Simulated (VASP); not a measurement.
# GaN (P6_3mc) in VASP: relaxation of the atoms with PBE

Aim: the relaxation of the atoms of GaN with PBE.

All numbers are computed with VASP 6.6.1; they aren't measurements. Logs are shortened: lines on timing, memory, paths and dates and some standing lists are left out, and cuts for length are marked.

### Step 1. The cell of the first run

Symmetry: P6_3mc, No. 186, hexagonal system. The conventional cell has a = 3.152 Å, b = 3.152 Å, c = 5.138 Å, α = 90.00°, β = 90.00°, γ = 120.00°. Within 2.6 Å of Ga (site symmetry 3m) lie 4 N at 1.93 Å. Within 2.6 Å of N (site symmetry 3m) lie 4 Ga at 1.93 Å.

### Step 2. Relaxation of the atoms, PBE (strained cell)

File INCAR:

```
ALGO = Normal
EDIFF = 1E-6
EDIFFG = -0.002
ENCUT = 520
GGA = PE
IBRION = 2
ISIF = 2
ISMEAR = 0
LASPH = T
LCHARG = F
LREAL = F
LWAVE = F
NELM = 60
NSW = 60
PREC = Accurate
SIGMA = 0.02
```

File KPOINTS:

```
k-points
0
Gamma
  12 12 6
```

File POSCAR:

```
GaN
1.0
    3.1516453629      0.0000000000      0.0000000000
   -1.5758226815      2.7294049480      0.0000000000
    0.0000000000      0.0000000000      5.1383203668
Ga N
2 2
Direct
    0.6666666667      0.3333333333      0.4993009300
    0.3333333333      0.6666666667      0.9993009300
    0.6666666667      0.3333333333      0.8756990700
    0.3333333333      0.6666666667      0.3756990700
```

Potentials or basis: VASP PAW PBE potentials, release 64 (Ga_d, N).

On the command line:

```
$ cat potpaw_PBE.64/Ga_d/POTCAR potpaw_PBE.64/N/POTCAR > POTCAR
$ mpirun -np 1 vasp_std > vasp.out
```

OUTCAR:

```text
EDIFF = 1E-6
   EDIFFG = -0.002
   ENCUT = 520
   GGA = PE
   IBRION = 2
   ISIF = 2
   ISMEAR = 0
   LASPH = T
   LREAL = F
   NELM = 60
   NSW = 60
   PREC = Accurate

 ion  position               nearest neighbor table
   1  0.667  0.333  0.499-   4 1.93   4 1.93   4 1.93   3 1.93
   2  0.333  0.667  0.999-   3 1.93   3 1.93   3 1.93   4 1.93
   3  0.667  0.333  0.876-   2 1.93   2 1.93   2 1.93   1 1.93
   4  0.333  0.667  0.376-   1 1.93   1 1.93   1 1.93   2 1.93

  LATTYP: Found a hexagonal cell.
 ALAT       =     3.1516453629
 C/A-ratio  =     1.6303612162

  Lattice vectors:

 A1 = (   3.1516453629,   0.0000000000,   0.0000000000)
 A2 = (  -1.5758226815,   2.7294049480,   0.0000000000)
 A3 = (   0.0000000000,   0.0000000000,   5.1383203668)

Analysis of symmetry for initial positions (statically):
=====================================================================
 Subroutine PRICEL returns:
 Original cell was already a primitive cell.

 Routine SETGRP: Setting up the symmetry group for a
 hexagonal supercell.

 Subroutine GETGRP returns: Found 12 space group operations
 (whereof  6 operations were pure point group operations)
 out of a pool of 24 trial point group operations.

The static configuration has the point symmetry C_3v.
 The point group associated with its full space group is C_6v.

Analysis of symmetry for dynamics (positions and initial velocities):
=====================================================================
 Subroutine PRICEL returns:
 Original cell was already a primitive cell.

 Routine SETGRP: Setting up the symmetry group for a
 hexagonal supercell.

 Subroutine GETGRP returns: Found 12 space group operations
 (whereof  6 operations were pure point group operations)
 out of a pool of 24 trial point group operations.

The dynamic configuration has the point symmetry C_3v.
 The point group associated with its full space group is C_6v.

 Subroutine INISYM returns: Found 12 space group operations
 (whereof  6 operations are pure point group operations),
 and found     1 'primitive' translations

----------------------------------------------------------------------------------------

                                     Primitive cell

  volume of cell :      44.2004

  direct lattice vectors                    reciprocal lattice vectors
     3.151645363  0.000000000  0.000000000     0.317294583  0.183190113  0.000000000
    -1.575822682  2.729404948  0.000000000     0.000000000  0.366380225  0.000000000
     0.000000000  0.000000000  5.138320367     0.000000000  0.000000000  0.194616125

  length of vectors
     3.151645363  3.151645363  5.138320367     0.366380225  0.366380225  0.194616125

  position of ions in fractional coordinates (direct lattice)
     0.666666667  0.333333333  0.499300930
     0.333333333  0.666666667  0.999300930
     0.666666667  0.333333333  0.875699070
     0.333333333  0.666666667  0.375699070

  ion indices of the primitive-cell ions
   primitive index   ion index
                 1           1
                 2           2
                 3           3
                 4           4

----------------------------------------------------------------------------------------

 KPOINTS: k-points

Automatic generation of k-mesh.
 Grid dimensions read from file:
 generate k-points for:   12   12    6

 Generating k-lattice:

  Cartesian coordinates                     Fractional coordinates (reciprocal lattice)
     0.026441215  0.015265843  0.000000000     0.083333333  0.000000000  0.000000000
     0.000000000  0.030531685  0.000000000     0.000000000  0.083333333  0.000000000
     0.000000000  0.000000000  0.032436021     0.000000000  0.000000000  0.166666667

  Length of vectors
     0.030531685  0.030531685  0.032436021

  Shift w.r.t. Gamma in fractional coordinates (k-lattice)
     0.000000000  0.000000000  0.000000000

 Subroutine IBZKPT returns following result:
 ===========================================

 Found     76 irreducible k-points:

 Following reciprocal coordinates:
            Coordinates               Weight
  0.000000  0.000000  0.000000      1.000000
  0.083333 -0.000000  0.000000      6.000000
  0.166667 -0.000000  0.000000      6.000000
  0.250000 -0.000000  0.000000      6.000000
  0.333333  0.000000  0.000000      6.000000
  0.416667 -0.000000  0.000000      6.000000
[... 16 lines left out ...]
  0.250000 -0.000000  0.166667     12.000000
  0.333333  0.000000  0.166667     12.000000
 [... further k-points ...]
   k-points           NKPTS =     76   k-points in BZ     NKDIM =     76   number of bands    NBANDS=     22
   number of dos      NEDOS =    301   number of ions     NIONS =      4
   total plane-waves  NPLWV =  23040
   dimension x,y,z NGX =    24 NGY =   24 NGZ =   40
   dimension x,y,z NGXF=    48 NGYF=   48 NGZF=   80
   ions per type =               2   2
   NGX,Y,Z   is equivalent  to a cutoff of  12.66, 12.66, 12.94 a.u.
   NGXF,Y,Z  is equivalent  to a cutoff of  25.32, 25.32, 25.88 a.u.
 SYSTEM =  unknown system
   PREC   = accura    normal or accurate (medium, high low for compatibility)
   ISTART =      0    job   : 0-new  1-cont  2-samecut
   ICHARG =      2    charge: 1-file 2-atom 10-const
   ISPIN  =      1    spin polarized calculation?
   LNONCOLLINEAR =      F non collinear calculations
   LSORBIT =      F    spin-orbit coupling
   LASPH  =      T    aspherical Exc in radial PAW
   ENCUT  =  520.0 eV  38.22 Ry    6.18 a.u.   5.86  5.86  9.55*2*pi/ulx,y,z
   NELM   =     60;   NELMIN=  2; NELMDL= -5     # of ELM steps
   EDIFF  = 0.1E-05   stopping-criterion for ELM
   LREAL  =      F    real-space projection
   EDIFFG = -.2E-02   stopping-criterion for IOM
   NSW    =     60    number of steps for IOM
   IBRION =      2    ionic relax: 0-MD 1-quasi-New 2-CG
   NFREE  =      1    steps in history (QN), initial steepest desc. (CG)
   ISIF   =      2    stress and relaxation
   ISYM   =      2    0-nonsym 1-usesym 2-fastsym
   POTIM  = 0.5000    time-step for ionic-motion
   TEBEG  =    0.0;   TEEND  =   0.0 temperature during run
   PSTRESS=    0.0 pullay stress
   NELECT =      36.0000    total number of electrons
   NUPDOWN=      -1.0000    fix difference up-down
   EMIN   =  10.00;   EMAX   =-10.00  energy-range for DOS
   EFERMI =   0.00;   METHOD = LEGACY
   ISMEAR =     0;   SIGMA  =   0.02  broadening in eV -4-tet -1-fermi 0-gaus
   EFERMI_NEDOS =   21; number of points for ismear=-14 and -15
   IALGO  =     38    algorithm
   IMIX   =      4    mixing-type and parameters
     AMIX     =   0.40;   BMIX     =  1.00
     AMIX_MAG =   1.60;   BMIX_MAG =  1.00
  volume/ion in A,a.u.               =      11.05        74.57
  Fermi-wavevector in a.u.,A,eV,Ry     =   1.528857  2.889121 31.802303  2.337403
  Thomas-Fermi vector in A             =   2.636558
   LORBIT       =      0    0 simple, 1 ext, 2 COOP (PROOUT), +10 PAW based schemes
   GGA     = PE    functional components
   LHFCALC =     F    Hartree Fock is set to
   AEXX    =    0.0000 exact exchange contribution
   IVDW    =     0    specifies the selected vdW correction
   LEPSILON=     F    determine dielectric tensor
   LRPA    =     F    only Hartree local field effects (RPA)
 conjugate gradient relaxation of ions
 non-spin polarized calculation
 Gauss-broadening in eV      SIGMA  =   0.02
  energy-cutoff  :      520.00
  volume of cell :       44.20
 maximum number of plane-waves:      1204
 NGX is ok and might be reduce to    24
   NGX = 11   NGY = 11   NGZ = 19

 number of electron      36.0000031 magnetization

 Free energy of the ion-electron system (eV)
  ---------------------------------------------------
  ext. energy  EPLUGINS =         0.00000000
  ---------------------------------------------------
  free energy    TOTEN  =       -24.22286709 eV

  energy without entropy =      -24.22286709  energy(sigma->0) =      -24.22286709

 E-fermi :   5.8199     XC(G=0): -11.8481

 val. band max:        5.6877516505   @ k =   0.0000   0.0000   0.0000
 cond. band min:       7.8172255961   @ k =   0.0000   0.0000   0.0000
 fundamental gap:      2.1294739456
 Fermi energy:         5.8199319905

 k-point     1 :       0.0000    0.0000    0.0000
  band No.  band energies     occupation
      1     -10.5837      2.00000
      2      -9.5541      2.00000
      3      -7.7833      2.00000
      4      -7.7663      2.00000
      5      -7.7663      2.00000
      6      -7.6984      2.00000
[... 14 lines left out ...]
     21      15.0622      0.00000
     22      15.7803      0.00000

 k-point     2 :       0.0833   -0.0000    0.0000
  band No.  band energies     occupation
      1     -10.5106      2.00000
      2      -9.5337      2.00000
      3      -7.7768      2.00000
      4      -7.7552      2.00000
      5      -7.7448      2.00000
      6      -7.6903      2.00000
[... 14 lines left out ...]
     21      14.8642      0.00000
     22      15.2751      0.00000

 k-point     3 :       0.1667   -0.0000    0.0000
  band No.  band energies     occupation
      1     -10.3096      2.00000
      2      -9.4832      2.00000
      3      -7.7506      2.00000
      4      -7.7281      2.00000
      5      -7.6876      2.00000
      6      -7.6527      2.00000
[... 14 lines left out ...]
     21      13.9926      0.00000
     22      14.7780      0.00000

 k-point     4 :       0.2500   -0.0000    0.0000
  band No.  band energies     occupation
      1     -10.0387      2.00000
      2      -9.4268      2.00000
      3      -7.7231      2.00000
      4      -7.7010      2.00000
      5      -7.6344      2.00000
      6      -7.5856      2.00000
[... 14 lines left out ...]
     21      13.1826      0.00000
     22      14.3982      0.00000

 k-point     5 :       0.3333    0.0000    0.0000
  band No.  band energies     occupation
      1      -9.7857      2.00000
      2      -9.3850      2.00000
      3      -7.7103      2.00000
      4      -7.6872      2.00000
      5      -7.6007      2.00000
      6      -7.5310      2.00000
[... 14 lines left out ...]
     21      12.4875      0.00000
     22      14.3450      0.00000

 k-point     6 :       0.4167   -0.0000    0.0000
  band No.  band energies     occupation
      1      -9.6217      2.00000
      2      -9.3641      2.00000
      3      -7.7121      2.00000
      4      -7.6843      2.00000
      5      -7.5845      2.00000
      6      -7.5313      2.00000
[... 14 lines left out ...]
     21      11.9720      0.00000
     22      14.4610      0.00000

 k-point     7 :       0.5000   -0.0000    0.0000
  band No.  band energies     occupation
      1      -9.5673      2.00000
      2      -9.3588      2.00000
      3      -7.7152      2.00000
      4      -7.6844      2.00000
      5      -7.5784      2.00000
      6      -7.5348      2.00000
[... 324 lines left out ...]
      6      -7.7056      2.00000
[... 14 lines left out ...]
     21      14.8663      0.00000
     22      15.8117      0.00000

 k-point    21 :       0.0833   -0.0000    0.1667
  band No.  band energies     occupation
      1     -10.4272      2.00000
      2      -9.5696      2.00000
      3      -7.7668      2.00000
      4      -7.7531      2.00000
      5      -7.7335      2.00000
      6      -7.6972      2.00000
[... 14 lines left out ...]
     21      14.6314      0.00000
     22      15.2616      0.00000

 k-point    22 :       0.1667   -0.0000    0.1667
  band No.  band energies     occupation
      1     -10.2342      2.00000
      2      -9.5105      2.00000
      3      -7.7465      2.00000
      4      -7.7243      2.00000
      5      -7.6874      2.00000
      6      -7.6496      2.00000
[... 14 lines left out ...]
     21      13.8748      0.00000
     22      14.5760      0.00000

 k-point    23 :       0.2500   -0.0000    0.1667
  band No.  band energies     occupation
      1      -9.9770      2.00000
      2      -9.4436      2.00000
      3      -7.7237      2.00000
      4      -7.6940      2.00000
      5      -7.6488      2.00000
      6      -7.5938      2.00000
[... 14 lines left out ...]
     21      13.1431      0.00000
     22      14.2551      0.00000

 k-point    24 :       0.3333    0.0000    0.1667
  band No.  band energies     occupation
      1      -9.7406      2.00000
      2      -9.3930      2.00000
      3      -7.7153      2.00000
      4      -7.6763      2.00000
      5      -7.6182      2.00000
      6      -7.5401      2.00000
[... 14 lines left out ...]
     21      12.8567      0.00000
     22      14.1688      0.00000

 [... further k-points ...]

------------------------ aborting loop because EDIFF is reached ----------------------------------------

  FORCE on cell =-STRESS in cart. coord.  units (eV):
  Direction    XX          YY          ZZ          XY          YZ          ZX
  --------------------------------------------------------------------------------------
  -------------------------------------------------------------------------------------
  Total        3.3938021      3.3938021      3.3548059     -0.0000000     -0.0000000      0.0000000
  in kB      123.0185502    123.0185502    121.6050153     -0.0000000     -0.0000000      0.0000000
  external PRESSURE =     122.5473719 kB  Pullay stress =       0.0000000 kB

 VOLUME and BASIS-vectors are now :
 -----------------------------------------------------------------------------
  energy-cutoff  :      520.00
  volume of cell :       44.20
      direct lattice vectors                 reciprocal lattice vectors
     3.151645363  0.000000000  0.000000000     0.317294583  0.183190113  0.000000000
    -1.575822682  2.729404948  0.000000000     0.000000000  0.366380225  0.000000000
     0.000000000  0.000000000  5.138320367     0.000000000  0.000000000  0.194616125

 POSITION                                       TOTAL-FORCE (eV/Angst)
 -----------------------------------------------------------------------------------
      1.57582      0.90980      2.56557         0.000000     -0.000000      0.000046
     -0.00000      1.81960      5.13473        -0.000000      0.000000      0.000046
      1.57582      0.90980      4.49962         0.000000     -0.000000     -0.000046
     -0.00000      1.81960      1.93046        -0.000000     -0.000000     -0.000046
 -----------------------------------------------------------------------------------
    total drift:                               -0.000001     -0.000001      0.000094

  FREE ENERGIE OF THE ION-ELECTRON SYSTEM (eV)
  ---------------------------------------------------
  free  energy   TOTEN  =       -24.2228670949 eV

  energy  without entropy=      -24.2228670949  energy(sigma->0) =      -24.22286709

 reached required accuracy - stopping structural energy minimisation
```

Wall time 1.7 min (1 thread of AMD EPYC 7R13, shared host); peak memory 0.17 GiB.

What came out:

```yaml
Free_energy: -24.2229 eV
Pressure_after_relaxing: 12.3 GPa
Band_gap_on_the_k_mesh: 2.13 eV
```

Final structure:
```
CELL_PARAMETERS angstrom
3.15165 0.00000 0.00000
-1.57582 2.72940 0.00000
0.00000 0.00000 5.13832
ATOMIC_POSITIONS crystal
Ga 0.66667 0.33333 0.49930
Ga 0.33333 0.66667 0.99930
N 0.66667 0.33333 0.87570
N 0.33333 0.66667 0.37570
```

Levels at points of the mesh, in eV from the valence-band top:
```csv
k point,band 15,band 16,band 17,band 18,band 19,band 20,band 21,band 22
"(0.00, 0.00, 0.00)",-1.07,-0.05,0.00,0.00,2.13,4.48,9.37,10.09
"(0.50, 0.00, 0.00)",-4.35,-2.85,-2.30,-1.04,5.17,5.75,6.13,8.86
"(0.00, 0.00, 0.50)",-0.55,-0.55,-0.55,-0.55,4.46,4.46,8.64,8.64
"(0.50, 0.00, 0.50)",-2.02,-2.02,-1.97,-1.97,4.50,4.50,7.97,7.97
```

Caveat: the cell differs from its parent crystal (strained cell).
